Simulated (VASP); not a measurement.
Write the native input for VASP 6.6.1 that does the following.

| Item | Value |
| --- | --- |
| Task | single point |
| Functional | PBE |
| Potentials or basis | VASP PAW PBE potentials, release 64 (Mg, Cd, S, O) |
| Cutoff | 520 eV |
| k mesh | 6 × 4 × 4 |
| Occupations | gaussian, width 0.1 eV |
| Spin | no spin polarisation |
| Dipole correction | no |
| Further INCAR settings | ALGO = Normal; EDIFF = 1e-06; NBANDS = 31 |

The structure of MgCd2SO2 lies in POSCAR:

```
MgCd2SO2
1.0
    3.7331433300      0.0000000000      0.0000000000
    0.0000000000      4.1420565700      0.0000000000
    0.0000000000      0.0000000000      7.1279078600
Mg Cd S O
1 2 1 2
Direct
    0.5000000000      0.5000000000      0.5000000000
    0.0000000000      0.0000000000      0.7470539800
    0.0000000000      0.0000000000      0.2529460200
    0.5000000000      0.5000000000      0.0000000000
    0.5000000000      0.0000000000      0.5000000000
    0.0000000000      0.5000000000      0.0000000000
```

The cell was built from a structure type or drawn by symmetry, and may not be a known phase.

One way to write it, as run:

INCAR

```
SYSTEM = MgCd2SO2
PREC     = Accurate       ! precision mode
ENCUT    = 520            ! plane-wave cutoff, eV
EDIFF    = 1E-6           ! SCF threshold, eV
ISMEAR   = 0              ! smearing method
SIGMA    = 0.1            ! smearing width, eV
LREAL    = .FALSE.        ! projectors in reciprocal space
LASPH    = .TRUE.         ! aspherical terms in the spheres
NELM     = 100            ! most SCF steps
ALGO     = Normal         ! electronic algorithm
ISIF     = 2              ! what is computed and relaxed
LWAVE    = .FALSE.        ! write WAVECAR
LCHARG   = .FALSE.        ! write CHGCAR
GGA      = PE             ! functional
NBANDS   = 31             ! bands
```

KPOINTS

```
regular mesh
0
G
  6 4 4
  0 0 0
```

Potentials or basis: VASP PAW PBE potentials, release 64 (Mg, Cd, S, O).

The run is started by

```bash
$ cat potpaw_PBE.64/Mg/POTCAR potpaw_PBE.64/Cd/POTCAR potpaw_PBE.64/S/POTCAR potpaw_PBE.64/O/POTCAR > POTCAR
$ mpirun -np 1 vasp_std > vasp.out
```

Results of the run:

```yaml
Pressure: -3.3 GPa
Largest_force: 0.269 eV/Å
Band_gap_on_the_k_mesh: zero (bands 22 and 23 overlap by 0.47 eV)
```

Caveat: the k points lie up to 0.38 Å⁻¹ apart; semilocal functionals underestimate gaps, so a narrow gap can read as zero.

Wall time 50 s on 1 thread of Intel(R) Xeon(R) 6975P-C (Granite Rapids), with other jobs on the host, peak memory 0.29 GiB.
